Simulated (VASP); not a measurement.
# MgO (Imm2) in VASP: further runs

MgO is run at these levels: PBEsol; tasks: single point.

Program: VASP 6.6.1. These are calculated values, not measurements. Logs are shortened: lines on timing, memory, paths and dates and some standing lists are left out, and cuts for length are marked.

## (1) The cell of the first run

Symmetry: Imm2, No. 44, orthorhombic system. Conventional cell: a = 3.020 Å, b = 4.270 Å, c = 3.020 Å, α = 90.00°, β = 90.00°, γ = 90.00°. Within 2.7 Å of Mg (site symmetry mm2) lie 6 O at 2.07 to 2.21 Å. O (site symmetry mm2) has 6 Mg at 2.07 to 2.21 Å within 2.7 Å.

## (2) Single point, PBEsol (all O atoms moved -0.100 Å, as atom 2 along Cartesian [1 1 0])

INCAR

```
SYSTEM = MgO
PREC = Accurate
ENCUT = 520
EDIFF = 1E-6
ISMEAR = 0
SIGMA = 0.05
LREAL = .False.
LASPH = .True.
NELM = 100
ALGO = Normal
ISIF = 2
LWAVE = .False.
LCHARG = .False.
GGA = PS
NBANDS = 11
```

KPOINTS

```
Automatic mesh
0
Gamma
  10 10 10
  0 0 0
```

POSCAR

```
MgO
1.0
    0.0000000000      2.1351500000      2.1351500000
    2.1351500000      0.0000000000      2.1351500000
    2.1351500000      2.1351500000      0.0000000000
Mg O
1 1
Direct
    0.0000000000      0.0000000000      0.0000000000
    0.5000000000      0.5000000000      0.4668825712
```

Potentials or basis: VASP PAW PBE potentials, release 64 (Mg, O).

On the command line:

```
> cat potpaw_PBE.64/Mg/POTCAR potpaw_PBE.64/O/POTCAR > POTCAR
> mpirun -np 1 vasp_std > vasp.out
```

OUTCAR:

```text
SYSTEM = MgO
   PREC = Accurate
   ENCUT = 520
   EDIFF = 1E-6
   ISMEAR = 0
   LREAL = .False.
   LASPH = .True.
   NELM = 100
   ISIF = 2
   GGA = PS

 ion  position               nearest neighbor table
   1  0.000  0.000  0.000-   2 2.07   2 2.07   2 2.14   2 2.14   2 2.21   2 2.21
   2  0.500  0.500  0.467-   1 2.07   1 2.07   1 2.14   1 2.14   1 2.21   1 2.21

  LATTYP: Found a face centered cubic cell.
 ALAT       =     4.2703000000

  Lattice vectors:

 A1 = (   0.0000000000,   2.1351500000,   2.1351500000)
 A2 = (   2.1351500000,   0.0000000000,   2.1351500000)
 A3 = (   2.1351500000,   2.1351500000,   0.0000000000)

Analysis of symmetry for initial positions (statically):
=====================================================================
 Subroutine PRICEL returns:
 Original cell was already a primitive cell.

 Routine SETGRP: Setting up the symmetry group for a
 face centered cubic supercell.

 Subroutine GETGRP returns: Found  4 space group operations
 (whereof  4 operations were pure point group operations)
 out of a pool of 48 trial point group operations.

The static configuration has the point symmetry C_2v.

Analysis of symmetry for dynamics (positions and initial velocities):
=====================================================================
 Subroutine PRICEL returns:
 Original cell was already a primitive cell.

 Routine SETGRP: Setting up the symmetry group for a
 face centered cubic supercell.

 Subroutine GETGRP returns: Found  4 space group operations
 (whereof  4 operations were pure point group operations)
 out of a pool of 48 trial point group operations.

The dynamic configuration has the point symmetry C_2v.

 Subroutine INISYM returns: Found  4 space group operations
 (whereof  4 operations are pure point group operations),
 and found     1 'primitive' translations

----------------------------------------------------------------------------------------

                                     Primitive cell

  volume of cell :      19.4677

  direct lattice vectors                    reciprocal lattice vectors
     0.000000000  2.135150000  2.135150000    -0.234175585  0.234175585  0.234175585
     2.135150000  0.000000000  2.135150000     0.234175585 -0.234175585  0.234175585
     2.135150000  2.135150000  0.000000000     0.234175585  0.234175585 -0.234175585

  length of vectors
     3.019558088  3.019558088  3.019558088     0.405604011  0.405604011  0.405604011

  position of ions in fractional coordinates (direct lattice)
     0.000000000  0.000000000  0.000000000
     0.500000000  0.500000000  0.466882571

  ion indices of the primitive-cell ions
   primitive index   ion index
                 1           1
                 2           2

----------------------------------------------------------------------------------------

 KPOINTS: Automatic mesh

Automatic generation of k-mesh.
 Grid dimensions read from file:
 generate k-points for:   10   10   10

 Generating k-lattice:

  Cartesian coordinates                     Fractional coordinates (reciprocal lattice)
    -0.023417558  0.023417558  0.023417558     0.100000000  0.000000000  0.000000000
     0.023417558 -0.023417558  0.023417558     0.000000000  0.100000000  0.000000000
     0.023417558  0.023417558 -0.023417558     0.000000000  0.000000000  0.100000000

  Length of vectors
     0.040560401  0.040560401  0.040560401

  Shift w.r.t. Gamma in fractional coordinates (k-lattice)
     0.000000000  0.000000000  0.000000000

 Subroutine IBZKPT returns following result:
 ===========================================

 Found    171 irreducible k-points:

 Following reciprocal coordinates:
            Coordinates               Weight
  0.000000  0.000000  0.000000      1.000000
  0.100000  0.000000  0.000000      4.000000
  0.000000  0.000000  0.100000      4.000000
  0.200000  0.000000  0.000000      4.000000
  0.000000  0.000000  0.200000      4.000000
  0.300000  0.000000  0.000000      4.000000
[... 16 lines left out ...]
  0.000000  0.400000  0.100000      8.000000
  0.100000  0.000000  0.400000      8.000000
 [... further k-points ...]
   k-points           NKPTS =    171   k-points in BZ     NKDIM =    171   number of bands    NBANDS=     11
   number of dos      NEDOS =    301   number of ions     NIONS =      2
   total plane-waves  NPLWV =  13824
   dimension x,y,z NGX =    24 NGY =   24 NGZ =   24
   dimension x,y,z NGXF=    48 NGYF=   48 NGZF=   48
   ions per type =               1   1
   NGX,Y,Z   is equivalent  to a cutoff of  13.21, 13.21, 13.21 a.u.
   NGXF,Y,Z  is equivalent  to a cutoff of  26.43, 26.43, 26.43 a.u.
 SYSTEM =  MgO
   PREC   = accura    normal or accurate (medium, high low for compatibility)
   ISTART =      0    job   : 0-new  1-cont  2-samecut
   ICHARG =      2    charge: 1-file 2-atom 10-const
   ISPIN  =      1    spin polarized calculation?
   LNONCOLLINEAR =      F non collinear calculations
   LSORBIT =      F    spin-orbit coupling
   LASPH  =      T    aspherical Exc in radial PAW
   ENCUT  =  520.0 eV  38.22 Ry    6.18 a.u.   5.61  5.61  5.61*2*pi/ulx,y,z
   NELM   =    100;   NELMIN=  2; NELMDL= -5     # of ELM steps
   EDIFF  = 0.1E-05   stopping-criterion for ELM
   LREAL  =      F    real-space projection
   EDIFFG = 0.1E-04   stopping-criterion for IOM
   NSW    =      0    number of steps for IOM
   IBRION =     -1    ionic relax: 0-MD 1-quasi-New 2-CG
   NFREE  =      0    steps in history (QN), initial steepest desc. (CG)
   ISIF   =      2    stress and relaxation
   ISYM   =      2    0-nonsym 1-usesym 2-fastsym
   POTIM  = 0.5000    time-step for ionic-motion
   TEBEG  =    0.0;   TEEND  =   0.0 temperature during run
   PSTRESS=    0.0 pullay stress
   NELECT =       8.0000    total number of electrons
   NUPDOWN=      -1.0000    fix difference up-down
   EMIN   =  10.00;   EMAX   =-10.00  energy-range for DOS
   EFERMI =   0.00;   METHOD = LEGACY
   ISMEAR =     0;   SIGMA  =   0.05  broadening in eV -4-tet -1-fermi 0-gaus
   EFERMI_NEDOS =   21; number of points for ismear=-14 and -15
   IALGO  =     38    algorithm
   IMIX   =      4    mixing-type and parameters
     AMIX     =   0.40;   BMIX     =  1.00
     AMIX_MAG =   1.60;   BMIX_MAG =  1.00
  volume/ion in A,a.u.               =       9.73        65.69
  Fermi-wavevector in a.u.,A,eV,Ry     =   1.217119  2.300022 20.155386  1.481379
  Thomas-Fermi vector in A             =   2.352450
   LORBIT       =      0    0 simple, 1 ext, 2 COOP (PROOUT), +10 PAW based schemes
   GGA     = PS    functional components
   LHFCALC =     F    Hartree Fock is set to
   AEXX    =    0.0000 exact exchange contribution
   IVDW    =     0    specifies the selected vdW correction
   LEPSILON=     F    determine dielectric tensor
   LRPA    =     F    only Hartree local field effects (RPA)
 non-spin polarized calculation
 Gauss-broadening in eV      SIGMA  =   0.05
  energy-cutoff  :      520.00
  volume of cell :       19.47
 maximum number of plane-waves:       544
   NGX = 11   NGY = 11   NGZ = 11

 number of electron       8.0000000 magnetization

 Free energy of the ion-electron system (eV)
  ---------------------------------------------------
  ext. energy  EPLUGINS =         0.00000000
  ---------------------------------------------------
  free energy    TOTEN  =       -12.47462005 eV

  energy without entropy =      -12.47462005  energy(sigma->0) =      -12.47462005

 E-fermi :   3.0584     XC(G=0): -11.1091

 val. band max:        2.7569371465   @ k =   0.0000   0.0000   0.0000
 cond. band min:       7.0017127994   @ k =   0.0000   0.0000   0.0000
 fundamental gap:      4.2447756529
 Fermi energy:         3.0584352023

 k-point     1 :       0.0000    0.0000    0.0000
  band No.  band energies     occupation
      1     -14.2379      2.00000
      2       2.7406      2.00000
      3       2.7560      2.00000
      4       2.7569      2.00000
      5       7.0017      0.00000
      6      18.1650      0.00000
      7      18.2043      0.00000
      8      18.2231      0.00000
      9      21.8821      0.00000
     10      23.7517      0.00000
     11      23.7619      0.00000

 k-point     2 :       0.1000    0.0000    0.0000
  band No.  band energies     occupation
      1     -14.1379      2.00000
      2       2.0882      2.00000
      3       2.6880      2.00000
      4       2.6996      2.00000
      5       7.6387      0.00000
      6      16.9103      0.00000
      7      18.4119      0.00000
      8      18.4517      0.00000
      9      22.9625      0.00000
     10      22.9671      0.00000
     11      23.5142      0.00000

 k-point     3 :       0.0000    0.0000    0.1000
  band No.  band energies     occupation
      1     -14.1379      2.00000
      2       2.0996      2.00000
      3       2.6773      2.00000
      4       2.6950      2.00000
      5       7.6416      0.00000
      6      16.9439      0.00000
      7      18.3886      0.00000
      8      18.4366      0.00000
      9      22.9589      0.00000
     10      22.9819      0.00000
     11      23.5134      0.00000

 k-point     4 :       0.2000    0.0000    0.0000
  band No.  band energies     occupation
      1     -13.8634      2.00000
      2       0.7978      2.00000
      3       2.5287      2.00000
      4       2.5408      2.00000
      5       8.8337      0.00000
      6      15.3826      0.00000
      7      18.8331      0.00000
      8      18.8607      0.00000
      9      22.2735      0.00000
     10      22.3049      0.00000
     11      24.2541      0.00000
[... 239 lines left out ...]
 k-point    22 :       0.4000    0.1000    0.0000
  band No.  band energies     occupation
      1     -13.2123      2.00000
      2      -1.0642      2.00000
      3       1.9833      2.00000
      4       2.1196      2.00000
      5      10.5327      0.00000
      6      14.4045      0.00000
      7      17.6866      0.00000
      8      19.0579      0.00000
      9      22.2391      0.00000
     10      24.4254      0.00000
     11      24.9238      0.00000

 k-point    23 :       0.0000    0.4000    0.1000
  band No.  band energies     occupation
      1     -13.2124      2.00000
      2      -1.0628      2.00000
      3       1.9930      2.00000
      4       2.1104      2.00000
      5      10.5280      0.00000
      6      14.4028      0.00000
      7      17.7568      0.00000
      8      18.9483      0.00000
      9      22.3135      0.00000
     10      24.5198      0.00000
     11      24.7811      0.00000

 k-point    24 :       0.1000    0.0000    0.4000
  band No.  band energies     occupation
      1     -13.2121      2.00000
      2      -1.0602      2.00000
      3       1.9761      2.00000
      4       2.1078      2.00000
      5      10.5420      0.00000
      6      14.4260      0.00000
      7      17.7680      0.00000
      8      18.9679      0.00000
      9      22.2393      0.00000
     10      24.5263      0.00000
     11      24.7814      0.00000

 [... further k-points ...]
[... 5 lines left out ...]
  --------------------------------------------------------------------------------------
  -------------------------------------------------------------------------------------
  Total       -0.5954585     -0.5954585     -0.7788681     -0.0245841      0.0000000      0.0000000
  in kB      -49.0057338    -49.0057338    -64.1001893     -2.0232528      0.0000000      0.0000000
  external PRESSURE =     -54.0372190 kB  Pullay stress =       0.0000000 kB

 VOLUME and BASIS-vectors are now :
 -----------------------------------------------------------------------------
  energy-cutoff  :      520.00
  volume of cell :       19.47
      direct lattice vectors                 reciprocal lattice vectors
     0.000000000  2.135150000  2.135150000    -0.234175585  0.234175585  0.234175585
     2.135150000  0.000000000  2.135150000     0.234175585 -0.234175585  0.234175585
     2.135150000  2.135150000  0.000000000     0.234175585  0.234175585 -0.234175585

 POSITION                                       TOTAL-FORCE (eV/Angst)
 -----------------------------------------------------------------------------------
      0.00000      0.00000      0.00000        -0.316803     -0.316803      0.000000
      2.06444      2.06444      2.13515         0.316803      0.316803      0.000000
 -----------------------------------------------------------------------------------
    total drift:                                0.000432      0.000432     -0.000000

  FREE ENERGIE OF THE ION-ELECTRON SYSTEM (eV)
  ---------------------------------------------------
  free  energy   TOTEN  =       -12.4746200494 eV

  energy  without entropy=      -12.4746200494  energy(sigma->0) =      -12.47462005
```

Wall time 27 s (1 thread of Intel Xeon Platinum 8259CL at 2.50GHz (Skylake/Cascade Lake), shared host); peak memory 0.16 GiB.

Results:

```yaml
Free_energy: -12.4746 eV
Pressure: -5.4 GPa
Largest_force: 0.448 eV/Å
Band_gap_on_the_k_mesh: 4.24 eV, direct
```

Forces on the atoms (eV/Å):
```
Mg  -0.317 -0.317  0.000
O    0.317  0.317  0.000
```

Caveat: the cell differs from its parent crystal (all O atoms moved -0.100 Å, as atom 2 along Cartesian [1 1 0]); the PAW data sets were made with another functional, which shifts forces and pressure a little.

## (3) Single point, PBEsol (all O atoms moved +0.075 Å, as atom 2 along Cartesian [1 1 0])

INCAR

```
ALGO = Normal
EDIFF = 1E-6
ENCUT = 520
GGA = PS
ISIF = 2
ISMEAR = 0
LASPH = T
LCHARG = F
LREAL = F
LWAVE = F
NBANDS = 11
NELM = 100
PREC = Accurate
SIGMA = 0.05
```

KPOINTS

```
k-points
0
Gamma
  10 10 10
```

Changes to POSCAR since step 2:

```diff
@@ -9,2 +9,2 @@
     0.0000000000      0.0000000000      0.0000000000
-    0.5000000000      0.5000000000      0.4668825712
+    0.5000000000      0.5000000000      0.5248380716
```

Potentials or basis: VASP PAW PBE potentials, release 64 (Mg, O).

On the command line:

```
> cat potpaw_PBE.64/Mg/POTCAR potpaw_PBE.64/O/POTCAR > POTCAR
> mpirun -np 1 vasp_std > vasp.out
```

It took 32 s on 1 thread of Intel Xeon Platinum 8259CL at 2.50GHz (Skylake/Cascade Lake), shared host; peak memory 0.16 GiB.

The run converged. Its results:

```
Free energy            : -12.4844 eV
Pressure               : -5.8 GPa
Largest force          : 0.334 eV/Å
Band gap on the k mesh : 4.25 eV, direct
```

Forces in eV/Å, atoms in the order of the input:
```
Mg   0.236  0.236  0.000
O   -0.236 -0.236  0.000
```

Stress tensor (GPa, compression positive):
```
-5.52 -0.11  0.00
-0.11 -5.52  0.00
 0.00  0.00 -6.37
```

Levels at points of the mesh, in eV from the valence-band top:
| k point | band 2 | band 3 | band 4 | band 5 | band 6 | band 7 |
| --- | --- | --- | --- | --- | --- | --- |
| (0.00, 0.00, 0.00) | -0.01 | 0.00 | 0.00 | 4.25 | 15.41 | 15.43 |
| (0.50, 0.00, 0.00) | -4.50 | -0.62 | -0.61 | 7.49 | 12.01 | 15.75 |
| (0.00, 0.00, 0.50) | -4.50 | -0.62 | -0.61 | 7.50 | 12.03 | 15.76 |
| (0.50, 0.50, 0.00) | -3.97 | -1.31 | -1.31 | 8.89 | 9.42 | 12.55 |
| (0.00, 0.50, 0.50) | -3.97 | -1.31 | -1.31 | 8.89 | 9.41 | 12.55 |

Caveat: the cell differs from its parent crystal (all O atoms moved +0.075 Å, as atom 2 along Cartesian [1 1 0]); the PAW data sets were made with another functional, which shifts forces and pressure a little.

## (4) Single point, PBEsol (all O atoms moved -0.050 Å, as atom 2 along Cartesian [1 1 0])

INCAR

```
PREC     = Accurate       # precision mode
ENCUT    = 520            # plane-wave cutoff, eV
EDIFF    = 1E-6           # SCF threshold, eV
ISMEAR   = 0              # smearing method
SIGMA    = 0.05           # smearing width, eV
LREAL    = False          # projectors in reciprocal space
LASPH    = True           # aspherical terms in the spheres
NELM     = 100            # most SCF steps
ALGO     = Normal         # electronic algorithm
ISIF     = 2              # what is computed and relaxed
LWAVE    = False          # write WAVECAR
LCHARG   = False          # write CHGCAR
GGA      = PS             # functional
NBANDS   = 11             # bands
```

KPOINTS

```
regular mesh
0
Gamma
  10 10 10
```

Changes to POSCAR since step 3:

```diff
@@ -9,2 +9,2 @@
     0.0000000000      0.0000000000      0.0000000000
-    0.5000000000      0.5000000000      0.5248380716
+    0.5000000000      0.5000000000      0.4834412856
```

On the command line:

```
> cat potpaw_PBE.64/Mg/POTCAR potpaw_PBE.64/O/POTCAR > POTCAR
> mpirun -np 1 vasp_std > vasp.out
```

Run time: 32 s. Hardware: 1 thread of Intel Xeon Platinum 8259CL at 2.50GHz (Skylake/Cascade Lake), shared host; peak memory 0.16 GiB.

The run converged. Its results:

```yaml
Free_energy: -12.4913 eV
Pressure: -6.1 GPa
Largest_force: 0.221 eV/Å
Band_gap_on_the_k_mesh: 4.25 eV, direct
```

Forces in eV/Å, atoms in the order of the input:
```
Mg  -0.156 -0.156  0.000
O    0.156  0.156  0.000
```

Stress tensor (GPa, compression positive):
```
-5.96 -0.05  0.00
-0.05 -5.96  0.00
 0.00  0.00 -6.34
```

Levels at points of the mesh, in eV from the valence-band top:
```tsv
k point	band 1	band 2	band 3	band 4	band 5	band 6	band 7	band 8
(0.00, 0.00, 0.00)	-17.00	0.00	0.00	0.00	4.25	15.40	15.41	15.42
(0.50, 0.00, 0.00)	-15.79	-4.50	-0.62	-0.61	7.49	12.03	15.76	15.78
(0.00, 0.00, 0.50)	-15.79	-4.50	-0.62	-0.62	7.49	12.04	15.76	15.77
(0.50, 0.50, 0.00)	-15.54	-3.98	-1.31	-1.31	8.88	9.43	12.55	18.22
(0.00, 0.50, 0.50)	-15.54	-3.97	-1.31	-1.31	8.88	9.43	12.55	18.23
```

Caveat: the cell differs from its parent crystal (all O atoms moved -0.050 Å, as atom 2 along Cartesian [1 1 0]); the PAW data sets were made with another functional, which shifts forces and pressure a little.
